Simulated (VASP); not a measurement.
Wanted: the native input for a VASP 6.6.1 run.

| Quantity | Value |
| --- | --- |
| Task | single point |
| Functional | LDA |
| Potentials or basis | VASP PAW LDA potentials, release 64 (Ga_d, Sb) |
| Cutoff | 520 eV |
| k mesh | 16 × 16 × 16 |
| Occupations | gaussian, width 0.15 eV |
| Spin | no spin polarisation |
| Dipole correction | no |
| Further INCAR settings | ALGO = Normal; EDIFF = 1e-06; NBANDS = 16 |

The structure of GaSb lies in POSCAR:

```
GaSb
1.0
   -1.6350135566      2.5994987524      2.5938200430
    1.6350135566     -2.5994987524      2.5938200430
    1.6350135566      2.5994987524     -2.5938200430
Ga Sb
1 1
Direct
    0.0000000000      0.0000000000      0.0000000000
    0.5000000000      0.5000000000      0.0000000000
```

This cell differs from its parent crystal: strain +e along x and -e along y +0.0000, strain +e along z and -e/2 along x and y -0.0750.

These files were run (other wordings do the same):

INCAR

```
SYSTEM = GaSb
PREC = Accurate
ENCUT = 520
EDIFF = 1E-6
ISMEAR = 0
SIGMA = 0.15
LREAL = .False.
LASPH = .True.
NELM = 80
ALGO = Normal
ISIF = 2
LWAVE = .False.
LCHARG = .False.
GGA = CA
NBANDS = 16
```

KPOINTS

```
regular mesh
0
Gamma
  16 16 16
  0 0 0
```

Potentials or basis: VASP PAW LDA potentials, release 64 (Ga_d, Sb).

The run is started by

```bash
$ cat potpaw_LDA.64/Ga_d/POTCAR potpaw_LDA.64/Sb/POTCAR > POTCAR
$ mpirun -np 1 vasp_std > vasp.out
```

Results of the run:

| Property | Result |
| --- | --- |
| Pressure | 2.6 GPa |
| Band gap on the k mesh | zero (bands 9 and 10 overlap by 6.13 eV) |

Caveat: the cell differs from its parent crystal (strain +e along x and -e along y +0.0000, strain +e along z and -e/2 along x and y -0.0750); the stress differs along the axes, from -4 to 16 GPa; spin-orbit coupling is left out, which moves the levels of the heavy elements.

Wall time 3.3 min on 1 thread of Intel(R) Xeon(R) Platinum 8488C (Sapphire Rapids), with other jobs on the host, peak memory 0.53 GiB.
